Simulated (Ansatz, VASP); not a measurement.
# One calculation of BN, two programs

File INCAR:

```
SYSTEM = BN
PREC     = Accurate       ! precision mode
ENCUT    = 600            ! plane-wave cutoff, eV
EDIFF    = 1E-6           ! SCF threshold, eV
ISMEAR   = 0              ! smearing method
SIGMA    = 0.05           ! smearing width, eV
LREAL    = .FALSE.        ! projectors in reciprocal space
LASPH    = .TRUE.         ! aspherical terms in the spheres
NELM     = 200            ! most SCF steps
ALGO     = Normal         ! electronic algorithm
ISIF     = 2              ! what is computed and relaxed
LWAVE    = .FALSE.        ! write WAVECAR
LCHARG   = .FALSE.        ! write CHGCAR
ISPIN    = 2              ! spin polarisation
MAGMOM   = 0.2 0.2        ! initial moments
LORBIT   = 11             ! projections on sites
GGA      = CA             ! functional
NBANDS   = 15             ! bands
GGA_COMPAT= .FALSE.
```

KPOINTS

```
Automatic mesh
0
G
  12 12 12
  0 0 0
```

File POSCAR:

```
BN
1.0
    1.3512115259      0.7801223382      3.1030996510
   -1.3512115259      0.7801223382      3.1030996510
    0.0000000000     -1.5602446764      3.1030996510
B N
1 1
Direct
    0.9996712000      0.9996712000      0.9996712000
    0.3327618000      0.3327618000      0.3327618000
```

Input for Ansatz:

```yaml
crystal:
  lattice:
    - [1.3512115259, 0.7801223382, 3.103099651]
    - [-1.3512115259, 0.7801223382, 3.103099651]
    - [0.0, -1.5602446764, 3.103099651]
  atoms:
    - { symbol: B, position: [0.9996712, 0.9996712, 0.9996712], spin: 0.2 }
    - { symbol: "N", position: [0.3327618, 0.3327618, 0.3327618], spin: 0.2 }
basis:
  ecutwfc: 420
kpoints:
  mp_grid: { grid: [12, 12, 12] }
hamiltonian:
  xc: lda
scf:
  occupations: { method: gaussian, width: 0.05 }
output:
  forces: true
  eigenvalues: true
  stress: true
magnetization:
  spin_polarized: true
```

Alike in both runs: task single point; functional LDA; k mesh 12 × 12 × 12; occupations gaussian, width 0.05 eV; collinear spin.

```csv
,VASP,Ansatz
version,VASP 6.6.1,Ansatz 0.2.0
potentials or method,"VASP PAW LDA potentials, release 64 (B, N), cutoff 600 eV","scalar-relativistic, plane waves, PAW"
valence electrons in the cell,8,8
```

```csv
,VASP,Ansatz,Ansatz less VASP
gap on the k mesh at the Fermi level (eV),3.38,3.39,+0.011
rms of the force components (eV/Å),0.052,0.052,-0.0003
net moment per atom (μB),0.00,0.00,0.000
```

LDA's correlation is that of Perdew and Zunger in VASP and of Perdew and Wang (1992) in Ansatz. Atom by atom the forces differ by 0.000 eV/Å (rms over components). Ansatz's warnings: seeded moment not kept.
